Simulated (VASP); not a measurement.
# AlN (F-43m) in VASP: notebook

AlN is run at these levels: PBE; tasks: single point.

All numbers are computed with VASP 6.6.1; they aren't measurements. Logs are shortened: lines on timing, memory, paths and dates and some standing lists are left out, and cuts for length are marked.

## Step 1: The cell of the first run

It takes space group F-43m (No. 216, cubic). Conventional cell: a = 4.313 Å, b = 4.313 Å, c = 4.313 Å, α = 90.00°, β = 90.00°, γ = 90.00°. Within 2.5 Å of Al (site symmetry -43m) lie 4 N at 1.87 Å. N (site symmetry -43m) has 4 Al at 1.87 Å within 2.5 Å.

## Step 2: Single point, PBE (volume scaled by 0.94)

Input file INCAR:

```
SYSTEM = AlN
  PREC = Accurate
  ENCUT = 520
  EDIFF = 1E-7
  ISMEAR = 0
  SIGMA = 0.02
  LREAL = .False.
  LASPH = .True.
  NELM = 100
  ALGO = Normal
  ISIF = 2
  LWAVE = .False.
  LCHARG = .False.
  GGA = PE
  NBANDS = 11
```

Input file KPOINTS:

```
Automatic mesh
0
Gamma
  10 10 10
  0 0 0
```

Input file POSCAR:

```
AlN
1.0
    0.0000000000      2.1566441446      2.1566441446
    2.1566441446      0.0000000000      2.1566441446
    2.1566441446      2.1566441446      0.0000000000
Al N
1 1
Direct
    0.0000000000      0.0000000000      0.0000000000
    0.7500000000      0.7500000000      0.7500000000
```

Potentials or basis: VASP PAW PBE potentials, release 64 (Al, N).

Command:

```sh
> cat potpaw_PBE.64/Al/POTCAR potpaw_PBE.64/N/POTCAR > POTCAR
> mpirun -np 1 vasp_std > vasp.out
```

OUTCAR:

```text
SYSTEM = AlN
   PREC = Accurate
   ENCUT = 520
   EDIFF = 1E-7
   ISMEAR = 0
   LREAL = .False.
   LASPH = .True.
   NELM = 100
   ISIF = 2
   GGA = PE

 ion  position               nearest neighbor table
   1  0.000  0.000  0.000-   2 1.87   2 1.87   2 1.87   2 1.87
   2  0.750  0.750  0.750-   1 1.87   1 1.87   1 1.87   1 1.87

  LATTYP: Found a face centered cubic cell.
 ALAT       =     4.3132882892

  Lattice vectors:

 A1 = (   0.0000000000,   2.1566441446,   2.1566441446)
 A2 = (   2.1566441446,   0.0000000000,   2.1566441446)
 A3 = (   2.1566441446,   2.1566441446,   0.0000000000)

Analysis of symmetry for initial positions (statically):
=====================================================================
 Subroutine PRICEL returns:
 Original cell was already a primitive cell.

 Routine SETGRP: Setting up the symmetry group for a
 face centered cubic supercell.

 Subroutine GETGRP returns: Found 24 space group operations
 (whereof 24 operations were pure point group operations)
 out of a pool of 48 trial point group operations.

The static configuration has the point symmetry T_d .

Analysis of symmetry for dynamics (positions and initial velocities):
=====================================================================
 Subroutine PRICEL returns:
 Original cell was already a primitive cell.

 Routine SETGRP: Setting up the symmetry group for a
 face centered cubic supercell.

 Subroutine GETGRP returns: Found 24 space group operations
 (whereof 24 operations were pure point group operations)
 out of a pool of 48 trial point group operations.

The dynamic configuration has the point symmetry T_d .

 Subroutine INISYM returns: Found 24 space group operations
 (whereof 24 operations are pure point group operations),
 and found     1 'primitive' translations

----------------------------------------------------------------------------------------

                                     Primitive cell

  volume of cell :      20.0616

  direct lattice vectors                    reciprocal lattice vectors
     0.000000000  2.156644145  2.156644145    -0.231841679  0.231841679  0.231841679
     2.156644145  0.000000000  2.156644145     0.231841679 -0.231841679  0.231841679
     2.156644145  2.156644145  0.000000000     0.231841679  0.231841679 -0.231841679

  length of vectors
     3.049955399  3.049955399  3.049955399     0.401561568  0.401561568  0.401561568

  position of ions in fractional coordinates (direct lattice)
     0.000000000  0.000000000  0.000000000
     0.750000000  0.750000000  0.750000000

  ion indices of the primitive-cell ions
   primitive index   ion index
                 1           1
                 2           2

----------------------------------------------------------------------------------------

 KPOINTS: Automatic mesh

Automatic generation of k-mesh.
 Grid dimensions read from file:
 generate k-points for:   10   10   10

 Generating k-lattice:

  Cartesian coordinates                     Fractional coordinates (reciprocal lattice)
    -0.023184168  0.023184168  0.023184168     0.100000000  0.000000000  0.000000000
     0.023184168 -0.023184168  0.023184168     0.000000000  0.100000000  0.000000000
     0.023184168  0.023184168 -0.023184168     0.000000000  0.000000000  0.100000000

  Length of vectors
     0.040156157  0.040156157  0.040156157

  Shift w.r.t. Gamma in fractional coordinates (k-lattice)
     0.000000000  0.000000000  0.000000000

 Subroutine IBZKPT returns following result:
 ===========================================

 Found     47 irreducible k-points:

 Following reciprocal coordinates:
            Coordinates               Weight
  0.000000  0.000000  0.000000      1.000000
  0.100000  0.000000  0.000000      8.000000
  0.200000  0.000000  0.000000      8.000000
  0.300000  0.000000  0.000000      8.000000
  0.400000  0.000000  0.000000      8.000000
  0.500000  0.000000  0.000000      4.000000
[... 16 lines left out ...]
  0.300000  0.300000  0.000000      6.000000
  0.400000  0.300000  0.000000     24.000000
 [... further k-points ...]
   k-points           NKPTS =     47   k-points in BZ     NKDIM =     47   number of bands    NBANDS=     11
   number of dos      NEDOS =    301   number of ions     NIONS =      2
   total plane-waves  NPLWV =  13824
   dimension x,y,z NGX =    24 NGY =   24 NGZ =   24
   dimension x,y,z NGXF=    48 NGYF=   48 NGZF=   48
   ions per type =               1   1
   NGX,Y,Z   is equivalent  to a cutoff of  13.08, 13.08, 13.08 a.u.
   NGXF,Y,Z  is equivalent  to a cutoff of  26.16, 26.16, 26.16 a.u.
 SYSTEM =  AlN
   PREC   = accura    normal or accurate (medium, high low for compatibility)
   ISTART =      0    job   : 0-new  1-cont  2-samecut
   ICHARG =      2    charge: 1-file 2-atom 10-const
   ISPIN  =      1    spin polarized calculation?
   LNONCOLLINEAR =      F non collinear calculations
   LSORBIT =      F    spin-orbit coupling
   LASPH  =      T    aspherical Exc in radial PAW
   ENCUT  =  520.0 eV  38.22 Ry    6.18 a.u.   5.67  5.67  5.67*2*pi/ulx,y,z
   NELM   =    100;   NELMIN=  2; NELMDL= -5     # of ELM steps
   EDIFF  = 0.1E-06   stopping-criterion for ELM
   LREAL  =      F    real-space projection
   EDIFFG = 0.1E-05   stopping-criterion for IOM
   NSW    =      0    number of steps for IOM
   IBRION =     -1    ionic relax: 0-MD 1-quasi-New 2-CG
   NFREE  =      0    steps in history (QN), initial steepest desc. (CG)
   ISIF   =      2    stress and relaxation
   ISYM   =      2    0-nonsym 1-usesym 2-fastsym
   POTIM  = 0.5000    time-step for ionic-motion
   TEBEG  =    0.0;   TEEND  =   0.0 temperature during run
   PSTRESS=    0.0 pullay stress
   NELECT =       8.0000    total number of electrons
   NUPDOWN=      -1.0000    fix difference up-down
   EMIN   =  10.00;   EMAX   =-10.00  energy-range for DOS
   EFERMI =   0.00;   METHOD = LEGACY
   ISMEAR =     0;   SIGMA  =   0.02  broadening in eV -4-tet -1-fermi 0-gaus
   EFERMI_NEDOS =   21; number of points for ismear=-14 and -15
   IALGO  =     38    algorithm
   IMIX   =      4    mixing-type and parameters
     AMIX     =   0.40;   BMIX     =  1.00
     AMIX_MAG =   1.60;   BMIX_MAG =  1.00
  volume/ion in A,a.u.               =      10.03        67.69
  Fermi-wavevector in a.u.,A,eV,Ry     =   1.204989  2.277099 19.755632  1.451998
  Thomas-Fermi vector in A             =   2.340698
   LORBIT       =      0    0 simple, 1 ext, 2 COOP (PROOUT), +10 PAW based schemes
   GGA     = PE    functional components
   LHFCALC =     F    Hartree Fock is set to
   AEXX    =    0.0000 exact exchange contribution
   IVDW    =     0    specifies the selected vdW correction
   LEPSILON=     F    determine dielectric tensor
   LRPA    =     F    only Hartree local field effects (RPA)
 non-spin polarized calculation
 Gauss-broadening in eV      SIGMA  =   0.02
  energy-cutoff  :      520.00
  volume of cell :       20.06
 maximum number of plane-waves:       549
   NGX = 11   NGY = 11   NGZ = 11

 number of electron       7.9999998 magnetization

 Free energy of the ion-electron system (eV)
  ---------------------------------------------------
  ext. energy  EPLUGINS =         0.00000000
  ---------------------------------------------------
  free energy    TOTEN  =       -14.79768064 eV

  energy without entropy =      -14.79768064  energy(sigma->0) =      -14.79768064

 E-fermi :   6.4836     XC(G=0): -11.0998

 val. band max:        6.3323493468   @ k =   0.0000   0.0000   0.0000
 cond. band min:       9.6687108613   @ k =   0.5000   0.5000   0.0000
 fundamental gap:      3.3363615145
 Fermi energy:         6.4835537998

 k-point     1 :       0.0000    0.0000    0.0000
  band No.  band energies     occupation
      1      -8.8708      2.00000
      2       6.3323      2.00000
      3       6.3323      2.00000
      4       6.3323      2.00000
      5      10.8675      0.00000
      6      19.2721      0.00000
      7      19.2721      0.00000
      8      19.2721      0.00000
      9      24.3268      0.00000
     10      24.3268      0.00000
     11      25.8049      0.00000

 k-point     2 :       0.1000    0.0000    0.0000
  band No.  band energies     occupation
      1      -8.7177      2.00000
      2       5.5202      2.00000
      3       6.2804      2.00000
      4       6.2804      2.00000
      5      11.5181      0.00000
      6      18.8811      0.00000
      7      19.4104      0.00000
      8      19.4104      0.00000
      9      23.0416      0.00000
     10      23.0416      0.00000
     11      24.9992      0.00000

 k-point     3 :       0.2000    0.0000    0.0000
  band No.  band energies     occupation
      1      -8.2815      2.00000
      2       3.8845      2.00000
      3       6.1509      2.00000
      4       6.1509      2.00000
      5      12.6408      0.00000
      6      18.0655      0.00000
      7      19.3058      0.00000
      8      19.3058      0.00000
      9      22.5276      0.00000
     10      22.5276      0.00000
     11      24.1419      0.00000

 k-point     4 :       0.3000    0.0000    0.0000
  band No.  band energies     occupation
      1      -7.6446      2.00000
      2       2.1878      2.00000
      3       6.0023      2.00000
      4       6.0023      2.00000
      5      13.4865      0.00000
      6      17.2718      0.00000
      7      18.5790      0.00000
      8      18.5790      0.00000
      9      23.6652      0.00000
     10      23.6652      0.00000
     11      24.0032      0.00000
[... 239 lines left out ...]
 k-point    22 :      -0.2000    0.2000    0.0000
  band No.  band energies     occupation
      1      -7.4357      2.00000
      2       2.5058      2.00000
      3       4.6018      2.00000
      4       6.0801      2.00000
      5      14.1797      0.00000
      6      16.5812      0.00000
      7      18.1015      0.00000
      8      19.1133      0.00000
      9      21.6413      0.00000
     10      25.2682      0.00000
     11      28.1447      0.00000

 k-point    23 :       0.3000    0.3000    0.0000
  band No.  band energies     occupation
      1      -7.2499      2.00000
      2       2.7676      2.00000
      3       5.0654      2.00000
      4       5.0654      2.00000
      5      11.7838      0.00000
      6      16.2942      0.00000
      7      18.6405      0.00000
      8      21.2727      0.00000
      9      21.2727      0.00000
     10      27.0973      0.00000
     11      30.7645      0.00000

 k-point    24 :       0.4000    0.3000    0.0000
  band No.  band energies     occupation
      1      -6.7594      2.00000
      2       2.1061      2.00000
      3       4.5914      2.00000
      4       4.8988      2.00000
      5      11.3321      0.00000
      6      16.1198      0.00000
      7      19.0522      0.00000
      8      21.3420      0.00000
      9      21.8832      0.00000
     10      28.0862      0.00000
     11      30.5501      0.00000

 [... further k-points ...]
[... 5 lines left out ...]
  --------------------------------------------------------------------------------------
  -------------------------------------------------------------------------------------
  Total        1.6525098      1.6525098      1.6525098     -0.0000000      0.0000000     -0.0000000
  in kB      131.9742346    131.9742346    131.9742346     -0.0000000      0.0000000     -0.0000000
  external PRESSURE =     131.9742346 kB  Pullay stress =       0.0000000 kB

 VOLUME and BASIS-vectors are now :
 -----------------------------------------------------------------------------
  energy-cutoff  :      520.00
  volume of cell :       20.06
      direct lattice vectors                 reciprocal lattice vectors
     0.000000000  2.156644145  2.156644145    -0.231841679  0.231841679  0.231841679
     2.156644145  0.000000000  2.156644145     0.231841679 -0.231841679  0.231841679
     2.156644145  2.156644145  0.000000000     0.231841679  0.231841679 -0.231841679

 POSITION                                       TOTAL-FORCE (eV/Angst)
 -----------------------------------------------------------------------------------
      0.00000      0.00000      0.00000        -0.000000     -0.000000     -0.000000
      3.23497      3.23497      3.23497         0.000000      0.000000      0.000000
 -----------------------------------------------------------------------------------
    total drift:                               -0.000000     -0.000000     -0.000000

  FREE ENERGIE OF THE ION-ELECTRON SYSTEM (eV)
  ---------------------------------------------------
  free  energy   TOTEN  =       -14.7976806432 eV

  energy  without entropy=      -14.7976806432  energy(sigma->0) =      -14.79768064
```

It took 4.4 s on 1 thread of Intel Xeon 6975P-C (Granite Rapids), shared host; peak memory 0.13 GiB.

Results:

```yaml
Free_energy: -14.7977 eV
Pressure: 13.2 GPa
Band_gap_on_the_k_mesh: 3.34 eV, indirect (least direct gap 4.54 eV)
```

 A k mesh can miss the band edges.

## Step 3: Single point, PBE (volume scaled by 1.03)

Input file INCAR:

```
SYSTEM = AlN
PREC     = Accurate       ! precision mode
ENCUT    = 520            ! plane-wave cutoff, eV
EDIFF    = 1E-7           ! SCF threshold, eV
ISMEAR   = 0              ! smearing method
SIGMA    = 0.02           ! smearing width, eV
LREAL    = .False.        ! projectors in reciprocal space
LASPH    = .True.         ! aspherical terms in the spheres
NELM     = 100            ! most SCF steps
ALGO     = Normal         ! electronic algorithm
ISIF     = 2              ! what is computed and relaxed
LWAVE    = .False.        ! write WAVECAR
LCHARG   = .False.        ! write CHGCAR
GGA      = PE             ! functional
NBANDS   = 11             ! bands
```

Input file KPOINTS:

```
regular mesh
0
Gamma
  10 10 10
  0 0 0
```

Input file POSCAR:

```
AlN
1.0
    0.0000000000      2.2233864142      2.2233864142
    2.2233864142      0.0000000000      2.2233864142
    2.2233864142      2.2233864142      0.0000000000
Al N
1 1
Direct
    0.0000000000      0.0000000000      0.0000000000
    0.7500000000      0.7500000000      0.7500000000
```

Potentials or basis: VASP PAW PBE potentials, release 64 (Al, N).

Command:

```sh
> cat potpaw_PBE.64/Al/POTCAR potpaw_PBE.64/N/POTCAR > POTCAR
> mpirun -np 1 vasp_std > vasp.out
```

Wall time 4.6 s (1 thread of Intel Xeon 6975P-C (Granite Rapids), shared host); peak memory 0.13 GiB.

It converged, with:

```
Free energy            : -14.8357 eV
Pressure               : -5.6 GPa
Band gap on the k mesh : 3.29 eV, indirect (least direct gap 3.73 eV)
```

Levels at points of the mesh, in eV from the valence-band top:
| k point | band 1 | band 2 | band 3 | band 4 | band 5 | band 6 | band 7 | band 8 | band 9 |
| --- | --- | --- | --- | --- | --- | --- | --- | --- | --- |
| (0.00, 0.00, 0.00) | -14.68 | 0.00 | 0.00 | 0.00 | 3.73 | 12.04 | 12.04 | 12.04 | 17.26 |
| (0.50, 0.00, 0.00) | -12.78 | -5.63 | -0.47 | -0.47 | 6.90 | 9.50 | 10.81 | 10.81 | 17.30 |
| (0.50, 0.50, 0.00) | -12.20 | -4.74 | -1.72 | -1.72 | 3.29 | 8.29 | 13.25 | 15.07 | 15.07 |

## Step 4: Single point, PBE (volume scaled by 1.06)

Input file INCAR:

```
SYSTEM = AlN
PREC = Accurate
ENCUT = 520
EDIFF = 1E-6
ISMEAR = 0
SIGMA = 0.02
LREAL = .FALSE.
LASPH = .TRUE.
NELM = 80
ALGO = Normal
ISIF = 2
LWAVE = .FALSE.
LCHARG = .TRUE.
GGA = PE
LELF = .TRUE.
LVHAR = .TRUE.
NBANDS = 11
```

Input file KPOINTS:

```
Automatic mesh
0
G
  10 10 10
  0 0 0
```

Input file POSCAR:

```
AlN
1.0
    0.0000000000      2.2447664413      2.2447664413
    2.2447664413      0.0000000000      2.2447664413
    2.2447664413      2.2447664413      0.0000000000
Al N
1 1
Direct
    0.0000000000      0.0000000000      0.0000000000
    0.7500000000      0.7500000000      0.7500000000
```

Potentials or basis: VASP PAW PBE potentials, release 64 (Al, N).

Command:

```sh
> cat potpaw_PBE.64/Al/POTCAR potpaw_PBE.64/N/POTCAR > POTCAR
> mpirun -np 1 vasp_std > vasp.out
```

OUTCAR:

```text
SYSTEM = AlN
   PREC = Accurate
   ENCUT = 520
   EDIFF = 1E-6
   ISMEAR = 0
   LREAL = .FALSE.
   LASPH = .TRUE.
   NELM = 80
   ISIF = 2
   GGA = PE

 ion  position               nearest neighbor table
   1  0.000  0.000  0.000-   2 1.94   2 1.94   2 1.94   2 1.94
   2  0.750  0.750  0.750-   1 1.94   1 1.94   1 1.94   1 1.94

  LATTYP: Found a face centered cubic cell.
 ALAT       =     4.4895328826

  Lattice vectors:

 A1 = (   0.0000000000,   2.2447664413,   2.2447664413)
[... 521 lines left out ...]

------------------------ aborting loop because EDIFF is reached ----------------------------------------

  FORCE on cell =-STRESS in cart. coord.  units (eV):
  Direction    XX          YY          ZZ          XY          YZ          ZX
  --------------------------------------------------------------------------------------
  -------------------------------------------------------------------------------------
  Total       -1.4535130     -1.4535130     -1.4535130      0.0000000      0.0000000      0.0000000
  in kB     -102.9404403   -102.9404403   -102.9404403      0.0000000      0.0000000      0.0000000
  external PRESSURE =    -102.9404403 kB  Pullay stress =       0.0000000 kB

 VOLUME and BASIS-vectors are now :
 -----------------------------------------------------------------------------
  energy-cutoff  :      520.00
  volume of cell :       22.62
      direct lattice vectors                 reciprocal lattice vectors
     0.000000000  2.244766441  2.244766441    -0.222740322  0.222740322  0.222740322
     2.244766441  0.000000000  2.244766441     0.222740322 -0.222740322  0.222740322
     2.244766441  2.244766441  0.000000000     0.222740322  0.222740322 -0.222740322

 POSITION                                       TOTAL-FORCE (eV/Angst)
 -----------------------------------------------------------------------------------
      0.00000      0.00000      0.00000         0.000000     -0.000000     -0.000000
      3.36715      3.36715      3.36715        -0.000000      0.000000      0.000000
 -----------------------------------------------------------------------------------
    total drift:                                0.000000      0.000000      0.000000

  FREE ENERGIE OF THE ION-ELECTRON SYSTEM (eV)
  ---------------------------------------------------
  free  energy   TOTEN  =       -14.8039182213 eV

  energy  without entropy=      -14.8039182213  energy(sigma->0) =      -14.80391822
```

It took 4.3 s on 1 thread of Intel Xeon 6975P-C (Granite Rapids), shared host; peak memory 0.13 GiB.

Results:

* Free energy: -14.8039 eV
* Pressure: -10.3 GPa
* Band gap on the k mesh: 3.27 eV, indirect (least direct gap 3.49 eV)

 A k mesh can miss the band edges.

## Step 5: Summary

```csv
cell,gap on the mesh (eV),pressure (GPa)
"a = 3.050 Å, angles 60.0°, 2 atoms",3.34,13.2
"a = 3.144 Å, angles 60.0°, 2 atoms",3.29,-5.6
"a = 3.175 Å, angles 60.0°, 2 atoms",3.27,-10.3
```

Alike in all rows: task single point; level PBE; potentials or basis VASP PAW PBE potentials, release 64 (Al, N); no spin polarisation; k mesh 10 × 10 × 10; cutoff (eV) 520; smearing gaussian 0.02 eV.

Total energies depend on the potentials used, so only differences within one code and one set of settings carry meaning.
